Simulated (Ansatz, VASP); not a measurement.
## NiO in VASP and in Ansatz

```
O Ni
1.0
     4.17710    2.08855    2.08855
     2.08855    4.17710    2.08855
     2.08855    2.08855    4.17710
O Ni
2 2
Direct
  0.25000 0.25000 0.25000
  0.75000 0.75000 0.75000
  0.00000 0.00000 0.00000
  0.50000 0.50000 0.50000
```

Alike in both runs: task single point; functional PBE; k mesh 8 × 8 × 8; occupations fermi-dirac, width 0.03 eV; collinear spin; Hubbard terms Ni d U = 6.6 eV.

|  | VASP | Ansatz |
| --- | --- | --- |
| version | VASP 6.6.1 | Ansatz 0.2.0 |
| potentials or method | VASP PAW PBE potentials, release 64 (O, Ni), cutoff 520 eV | PAW, plane waves, scalar-relativistic |
| valence electrons in the cell | 32 | 48 |

|  | VASP | Ansatz | Ansatz less VASP |
| --- | --- | --- | --- |
| gap on the k mesh at the Fermi level (eV) | 3.46 | 3.15 | -0.310 |
| pressure (GPa) | 0.4 | 11.2 | +10.75 |
| traceless stress, the component that is largest in VASP (GPa) | -0.07 | -0.09 | -0.028 |
| net moment per atom (μB) | 0.00 | 0.00 | 0.000 |
| size of the moment on the site where the two differ most (μB) | 1.77 | 1.68 | -0.088 |

Site moments also hang on the region over which each program counts them. The programs project onto different local orbitals, so the same U acts differently, and such runs can settle in different states. VASP's potentials hold 32 valence electrons a cell and Ansatz's 48, so a difference there can come from the potentials and not from the codes.
